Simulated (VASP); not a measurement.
# GaP (R-3m) in VASP: single point with PBEsol

Aim: the single point of GaP with PBEsol.

Everything below comes from runs of VASP 6.6.1. Logs are shortened: lines on timing, memory, paths and dates and some standing lists are left out, and cuts for length are marked.

## Step 1: The cell of the first run

The structure is trigonal, space group R-3m (No. 166). The conventional cell has a = 3.886 Å, b = 3.886 Å, c = 19.292 Å, α = 90.00°, β = 90.00°, γ = 120.00°. Ga (site symmetry 3m) has 3 P at 2.40 Å and 1 Ga at 2.49 Å within 3.2 Å. Within 2.9 Å of P (site symmetry 3m) lie 1 P at 2.21 Å and 3 Ga at 2.40 Å.

## Step 2: Single point, PBEsol

File INCAR:

```
  PREC = Accurate
  ENCUT = 500
  EDIFF = 1E-6
  ISMEAR = 0
  SIGMA = 0.01
  LREAL = False
  LASPH = True
  NELM = 120
  ALGO = Normal
  ISIF = 2
  LWAVE = False
  LCHARG = False
  GGA = PS
  NBANDS = 26
  GGA_COMPAT = False
```

File KPOINTS:

```
regular mesh
0
Gamma
  4 4 4
```

File POSCAR:

```
GaP
1.0
    1.9430200000      1.1218000000      6.4308100000
   -1.9430200000      1.1218000000      6.4308100000
    0.0000000000     -2.2436000000      6.4308100000
Ga P
2 2
Direct
    0.4353700000      0.4353700000      0.4353700000
    0.5646300000      0.5646300000      0.5646300000
    0.0573900000      0.0573900000      0.0573900000
    0.9426100000      0.9426100000      0.9426100000
```

Potentials or basis: VASP PAW PBE potentials, release 64 (Ga_d, P).

The run is started by

```bash
> cat potpaw_PBE.64/Ga_d/POTCAR potpaw_PBE.64/P/POTCAR > POTCAR
> mpirun -np 1 vasp_std > vasp.out
```

OUTCAR:

```text
PREC = Accurate
   ENCUT = 500
   EDIFF = 1E-6
   ISMEAR = 0
   LREAL = False
   LASPH = True
   NELM = 120
   ISIF = 2
   GGA = PS

 ion  position               nearest neighbor table
   1  0.435  0.435  0.435-   3 2.40   3 2.40   3 2.40   2 2.49
   2  0.565  0.565  0.565-   4 2.40   4 2.40   4 2.40   1 2.49
   3  0.057  0.057  0.057-   4 2.21   1 2.40   1 2.40   1 2.40
   4  0.943  0.943  0.943-   3 2.21   2 2.40   2 2.40   2 2.40

  LATTYP: Found a trigonal (rhomboedric) cell.
 ALAT       =     6.8109528861
 COS(alpha) =     0.8372320906

  Lattice vectors:

 A1 = (   1.9430200000,   1.1218000000,   6.4308100000)
 A2 = (  -1.9430200000,   1.1218000000,   6.4308100000)
 A3 = (   0.0000000000,  -2.2436000000,   6.4308100000)

Analysis of symmetry for initial positions (statically):
=====================================================================
 Subroutine PRICEL returns:
 Original cell was already a primitive cell.

 Routine SETGRP: Setting up the symmetry group for a
 trigonal (rhombohedral) supercell.

 Subroutine GETGRP returns: Found 12 space group operations
 (whereof 12 operations were pure point group operations)
 out of a pool of 12 trial point group operations.

The static configuration has the point symmetry D_3d.

Analysis of symmetry for dynamics (positions and initial velocities):
=====================================================================
 Subroutine PRICEL returns:
 Original cell was already a primitive cell.

 Routine SETGRP: Setting up the symmetry group for a
 trigonal (rhombohedral) supercell.

 Subroutine GETGRP returns: Found 12 space group operations
 (whereof 12 operations were pure point group operations)
 out of a pool of 12 trial point group operations.

The dynamic configuration has the point symmetry D_3d.

 Subroutine INISYM returns: Found 12 space group operations
 (whereof 12 operations are pure point group operations),
 and found     1 'primitive' translations

----------------------------------------------------------------------------------------

                                     Primitive cell

  volume of cell :      84.1026

  direct lattice vectors                    reciprocal lattice vectors
     1.943020000  1.121800000  6.430810000     0.257331371  0.148570749  0.051833802
    -1.943020000  1.121800000  6.430810000    -0.257331371  0.148570749  0.051833802
     0.000000000 -2.243600000  6.430810000     0.000000000 -0.297141499  0.051833802

  length of vectors
     6.810952886  6.810952886  6.810951344     0.301627991  0.301627991  0.301628602

  position of ions in fractional coordinates (direct lattice)
     0.435370000  0.435370000  0.435370000
     0.564630000  0.564630000  0.564630000
     0.057390000  0.057390000  0.057390000
     0.942610000  0.942610000  0.942610000

  ion indices of the primitive-cell ions
   primitive index   ion index
                 1           1
                 2           2
                 3           3
                 4           4

----------------------------------------------------------------------------------------

 KPOINTS: regular mesh

Automatic generation of k-mesh.
 Grid dimensions read from file:
 generate k-points for:    4    4    4

 Generating k-lattice:

  Cartesian coordinates                     Fractional coordinates (reciprocal lattice)
     0.064332843  0.037142687  0.012958451     0.250000000  0.000000000 -0.000000000
    -0.064332843  0.037142687  0.012958451     0.000000000  0.250000000 -0.000000000
     0.000000000 -0.074285375  0.012958451    -0.000000000 -0.000000000  0.250000000

  Length of vectors
     0.075406998  0.075406998  0.075407150

  Shift w.r.t. Gamma in fractional coordinates (k-lattice)
     0.000000000  0.000000000  0.000000000

 Subroutine IBZKPT returns following result:
 ===========================================

 Found     13 irreducible k-points:

 Following reciprocal coordinates:
            Coordinates               Weight
  0.000000  0.000000  0.000000      1.000000
  0.250000  0.000000 -0.000000      6.000000
  0.500000  0.000000 -0.000000      3.000000
  0.250000  0.250000 -0.000000      6.000000
  0.500000  0.250000 -0.000000     12.000000
 -0.250000  0.250000  0.000000      6.000000
  0.500000  0.500000 -0.000000      3.000000
  0.250000  0.250000  0.250000      2.000000
  0.500000  0.250000  0.250000      6.000000
 -0.250000  0.250000  0.250000      6.000000
  0.500000  0.500000  0.250000      6.000000
 -0.250000  0.500000  0.250000      6.000000
  0.500000  0.500000  0.500000      1.000000
   k-points           NKPTS =     13   k-points in BZ     NKDIM =     13   number of bands    NBANDS=     26
   number of dos      NEDOS =    301   number of ions     NIONS =      4
   total plane-waves  NPLWV = 125000
   dimension x,y,z NGX =    50 NGY =   50 NGZ =   50
   dimension x,y,z NGXF=   100 NGYF=  100 NGZF=  100
   ions per type =               2   2
   NGX,Y,Z   is equivalent  to a cutoff of  12.20, 12.20, 12.20 a.u.
   NGXF,Y,Z  is equivalent  to a cutoff of  24.41, 24.41, 24.41 a.u.
 SYSTEM =  unknown system
   PREC   = accura    normal or accurate (medium, high low for compatibility)
   ISTART =      0    job   : 0-new  1-cont  2-samecut
   ICHARG =      2    charge: 1-file 2-atom 10-const
   ISPIN  =      1    spin polarized calculation?
   LNONCOLLINEAR =      F non collinear calculations
   LSORBIT =      F    spin-orbit coupling
   LASPH  =      T    aspherical Exc in radial PAW
   ENCUT  =  500.0 eV  36.75 Ry    6.06 a.u.  12.42 12.42 12.42*2*pi/ulx,y,z
   NELM   =    120;   NELMIN=  2; NELMDL= -5     # of ELM steps
   EDIFF  = 0.1E-05   stopping-criterion for ELM
   LREAL  =      F    real-space projection
   EDIFFG = 0.1E-04   stopping-criterion for IOM
   NSW    =      0    number of steps for IOM
   IBRION =     -1    ionic relax: 0-MD 1-quasi-New 2-CG
   NFREE  =      0    steps in history (QN), initial steepest desc. (CG)
   ISIF   =      2    stress and relaxation
   ISYM   =      2    0-nonsym 1-usesym 2-fastsym
   POTIM  = 0.5000    time-step for ionic-motion
   TEBEG  =    0.0;   TEEND  =   0.0 temperature during run
   PSTRESS=    0.0 pullay stress
   NELECT =      36.0000    total number of electrons
   NUPDOWN=      -1.0000    fix difference up-down
   EMIN   =  10.00;   EMAX   =-10.00  energy-range for DOS
   EFERMI =   0.00;   METHOD = LEGACY
   ISMEAR =     0;   SIGMA  =   0.01  broadening in eV -4-tet -1-fermi 0-gaus
   EFERMI_NEDOS =   21; number of points for ismear=-14 and -15
   IALGO  =     38    algorithm
   IMIX   =      4    mixing-type and parameters
     AMIX     =   0.40;   BMIX     =  1.00
     AMIX_MAG =   1.60;   BMIX_MAG =  1.00
  volume/ion in A,a.u.               =      21.03       141.89
  Fermi-wavevector in a.u.,A,eV,Ry     =   1.233784  2.331514 20.711099  1.522223
  Thomas-Fermi vector in A             =   2.368500
   LORBIT       =      0    0 simple, 1 ext, 2 COOP (PROOUT), +10 PAW based schemes
   GGA     = PS    functional components
   LHFCALC =     F    Hartree Fock is set to
   AEXX    =    0.0000 exact exchange contribution
   IVDW    =     0    specifies the selected vdW correction
   LEPSILON=     F    determine dielectric tensor
   LRPA    =     F    only Hartree local field effects (RPA)
 non-spin polarized calculation
 Gauss-broadening in eV      SIGMA  =   0.01
  energy-cutoff  :      500.00
  volume of cell :       84.10
 maximum number of plane-waves:      2144
 NGX is ok and might be reduce to    50
   NGX = 25   NGY = 25   NGZ = 25

 number of electron      35.9999999 magnetization

 Free energy of the ion-electron system (eV)
  ---------------------------------------------------
  ext. energy  EPLUGINS =         0.00000000
  ---------------------------------------------------
  free energy    TOTEN  =       -19.15287227 eV

  energy without entropy =      -19.15287227  energy(sigma->0) =      -19.15287227

 E-fermi :   4.6515     XC(G=0):  -9.8432

 val. band max:        4.5552136373   @ k =   0.0000   0.0000   0.0000
 cond. band min:       5.2847808409   @ k =   0.5000   0.5000  -0.0000
 fundamental gap:      0.7295672035
 Fermi energy:         4.6515354301

 k-point     1 :       0.0000    0.0000    0.0000
  band No.  band energies     occupation
      1     -10.2210      2.00000
      2     -10.0920      2.00000
      3     -10.0919      2.00000
      4     -10.0766      2.00000
      5     -10.0766      2.00000
      6     -10.0258      2.00000
[... 18 lines left out ...]
     25       8.8756      0.00000
     26      12.3935      0.00000

 k-point     2 :       0.2500    0.0000   -0.0000
  band No.  band energies     occupation
      1     -10.2107      2.00000
      2     -10.1487      2.00000
      3     -10.1036      2.00000
      4     -10.0874      2.00000
      5     -10.0546      2.00000
      6     -10.0359      2.00000
[... 18 lines left out ...]
     25      10.6536      0.00000
     26      11.6130      0.00000

 k-point     3 :       0.5000    0.0000   -0.0000
  band No.  band energies     occupation
      1     -10.2034      2.00000
      2     -10.1942      2.00000
      3     -10.1219      2.00000
      4     -10.0854      2.00000
      5     -10.0467      2.00000
      6     -10.0326      2.00000
[... 18 lines left out ...]
     25      10.9295      0.00000
     26      11.1806      0.00000

 k-point     4 :       0.2500    0.2500   -0.0000
  band No.  band energies     occupation
      1     -10.2104      2.00000
      2     -10.1377      2.00000
      3     -10.1117      2.00000
      4     -10.0901      2.00000
      5     -10.0539      2.00000
      6     -10.0357      2.00000
[... 18 lines left out ...]
     25      10.8575      0.00000
     26      11.2300      0.00000
[... 177 lines left out ...]
      1     -10.2069      2.00000
      2     -10.1359      2.00000
      3     -10.1138      2.00000
      4     -10.0895      2.00000
      5     -10.0551      2.00000
      6     -10.0367      2.00000
[... 18 lines left out ...]
     25      11.2280      0.00000
     26      11.4945      0.00000

 k-point    12 :      -0.2500    0.5000    0.2500
  band No.  band energies     occupation
      1     -10.1895      2.00000
      2     -10.1803      2.00000
      3     -10.1333      2.00000
      4     -10.0823      2.00000
      5     -10.0618      2.00000
      6     -10.0221      2.00000
[... 18 lines left out ...]
     25      11.2383      0.00000
     26      11.7120      0.00000

 k-point    13 :       0.5000    0.5000    0.5000
  band No.  band energies     occupation
      1     -10.2191      2.00000
      2     -10.0897      2.00000
      3     -10.0897      2.00000
      4     -10.0793      2.00000
      5     -10.0793      2.00000
      6     -10.0270      2.00000
[... 18 lines left out ...]
     25      10.5979      0.00000
     26      10.8402      0.00000

------------------------ aborting loop because EDIFF is reached ----------------------------------------

  FORCE on cell =-STRESS in cart. coord.  units (eV):
  Direction    XX          YY          ZZ          XY          YZ          ZX
  --------------------------------------------------------------------------------------
  -------------------------------------------------------------------------------------
  Total       -1.2807928     -1.2807857     -1.6067757      0.0000000     -0.0000000     -0.0000000
  in kB      -24.3994385    -24.3993028    -30.6094968      0.0000000     -0.0000000     -0.0000000
  external PRESSURE =     -26.4694127 kB  Pullay stress =       0.0000000 kB

 VOLUME and BASIS-vectors are now :
 -----------------------------------------------------------------------------
  energy-cutoff  :      500.00
  volume of cell :       84.10
      direct lattice vectors                 reciprocal lattice vectors
     1.943020000  1.121800000  6.430810000     0.257331371  0.148570749  0.051833802
    -1.943020000  1.121800000  6.430810000    -0.257331371  0.148570749  0.051833802
     0.000000000 -2.243600000  6.430810000     0.000000000 -0.297141499  0.051833802

 POSITION                                       TOTAL-FORCE (eV/Angst)
 -----------------------------------------------------------------------------------
      0.00000      0.00000      8.39935         0.000000      0.000000      0.036809
      0.00000      0.00000     10.89308         0.000000      0.000000     -0.036809
      0.00000      0.00000      1.10719         0.000000      0.000000      0.076887
      0.00000      0.00000     18.18524         0.000000     -0.000000     -0.076887
 -----------------------------------------------------------------------------------
    total drift:                                0.000000     -0.000000     -0.000000

  FREE ENERGIE OF THE ION-ELECTRON SYSTEM (eV)
  ---------------------------------------------------
  free  energy   TOTEN  =       -19.1528722734 eV

  energy  without entropy=      -19.1528722734  energy(sigma->0) =      -19.15287227
```

Run time: 44 s. Hardware: 1 thread of Intel Xeon 6975P-C (Granite Rapids), shared host; peak memory 0.33 GiB.

Results:

```
Free energy            : -19.1529 eV
Pressure               : -2.6 GPa
Largest force          : 0.077 eV/Å
Band gap on the k mesh : 0.73 eV, indirect (least direct gap 1.01 eV)
```

Forces on the atoms (eV/Å):
```
Ga   0.000  0.000  0.037
Ga   0.000  0.000 -0.037
P    0.000  0.000  0.077
P    0.000  0.000 -0.077
```

Levels at points of the mesh, in eV from the valence-band top:
| k point | band 16 | band 17 | band 18 | band 19 | band 20 | band 21 |
| --- | --- | --- | --- | --- | --- | --- |
| (0.00, 0.00, 0.00) | -0.27 | 0.00 | 0.00 | 1.01 | 1.44 | 2.69 |
| (0.50, 0.00, 0.00) | -2.85 | -2.72 | -1.76 | 1.51 | 2.61 | 3.57 |
| (0.50, 0.50, 0.00) | -3.12 | -1.22 | -0.52 | 0.73 | 1.36 | 1.44 |
| (0.50, 0.50, 0.50) | -1.71 | -0.26 | -0.26 | 1.02 | 2.28 | 3.79 |

Caveat: the k points lie up to 0.47 Å⁻¹ apart; the PAW data sets were made with another functional, which shifts forces and pressure a little. Expect the measured gap to be larger: semilocal functionals such as PBEsol lack the derivative discontinuity.
